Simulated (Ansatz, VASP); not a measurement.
**Two plane-wave programs on Zn3PbN**

```xyz
5
Lattice="5.2208 0.0000 0.0000 0.0000 5.2208 0.0000 0.0000 0.0000 5.2208" Properties=species:S:1:pos:R:3 pbc="T T T"
Zn    0.0000    2.6104    2.6104
Zn    2.6104    0.0000    2.6104
Zn    2.6104    2.6104    0.0000
Pb    2.6104    2.6104    2.6104
N     0.0000    0.0000    0.0000
```

Alike in both runs: functional PBE; k mesh 6 × 6 × 6; occupations gaussian, width 0.1 eV; no spin polarisation.

Ansatz relaxed the structure, and its values are those at the end. VASP's run is a single point on that final structure, the one shown.

|  | VASP | Ansatz |
| --- | --- | --- |
| version | VASP 6.6.1 | Ansatz 0.2.0 |
| potentials or method | VASP PAW PBE potentials, release 64 (Zn, Pb_d, N), cutoff 520 eV | scalar-relativistic, plane waves, PAW |
| valence electrons in the cell | 55 | 55 |

|  | VASP | Ansatz | Ansatz less VASP |
| --- | --- | --- | --- |
| gap on the k mesh at the Fermi level (eV) | none | none | - |
| pressure (GPa) | 0.4 | 0.4 | -0.06 |

A gap of «none» marks a metal or a gap that the smearing closes. The functional is the same, so the differences come from potentials, cutoffs and numerics.

Spin-orbit coupling is off throughout.
